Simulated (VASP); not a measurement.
Wanted: the native input for a VASP 6.6.1 run.

| Item | Value |
| --- | --- |
| Task | single point |
| Functional | PBEsol |
| Potentials or basis | VASP PAW PBE potentials, release 64 (Y_sv) |
| Cutoff | 520 eV |
| k mesh | 10 × 10 × 6 |
| Occupations | fermi-dirac, width 0.1 eV |
| Spin | non-collinear spin, zero start, spin-orbit coupling |
| Starting moments | [[0.0, 0.0, 0.0], [0.0, 0.0, 0.0]] μB |
| Dipole correction | no |
| Further INCAR settings | ALGO = Normal; EDIFF = 1e-07; NBANDS = 34 |

The structure of Y lies in POSCAR:

```
Y
1.0
    3.5944935351      0.0000000000      0.0000000000
   -1.7972467676      3.1129227151      0.0000000000
    0.0000000000      0.0000000000      5.6066676734
Y
2
Direct
    0.3333333333      0.6666666667      0.2500000000
    0.6666666667      0.3333333333      0.7500000000
```

These files were run (other wordings do the same):

INCAR

```
SYSTEM = Y
  ALGO = Normal
  EDIFF = 1E-7
  ENCUT = 520
  GGA = PS
  GGA_COMPAT = .False.
  ISIF = 2
  ISMEAR = -1
  LASPH = .True.
  LCHARG = .False.
  LMAXMIX = 4
  LORBIT = 11
  LORBMOM = .True.
  LREAL = .False.
  LSORBIT = .True.
  LWAVE = .False.
  MAGMOM = 0 0 0 0 0 0
  NBANDS = 34
  NELM = 150
  PREC = Accurate
  SIGMA = 0.1
```

KPOINTS

```
k-points
0
Gamma
  10 10 6
  0 0 0
```

Potentials or basis: VASP PAW PBE potentials, release 64 (Y_sv).

Command:

```console
$ cat potpaw_PBE.64/Y_sv/POTCAR > POTCAR
$ mpirun -np 1 vasp_ncl > vasp.out
```

It gave:

| Item | Value |
| --- | --- |
| Pressure | -0.1 GPa |
| Net moment | 0.00 μB per cell |
| Valence electrons inside the program's atomic spheres | Y 9.50 |

Caveat: the PAW data sets were made with another functional, which shifts forces and pressure a little.

Run time: 3.3 min on 1 thread of Intel(R) Xeon(R) Platinum 8488C (Sapphire Rapids), on a shared host, peak memory 0.41 GiB.
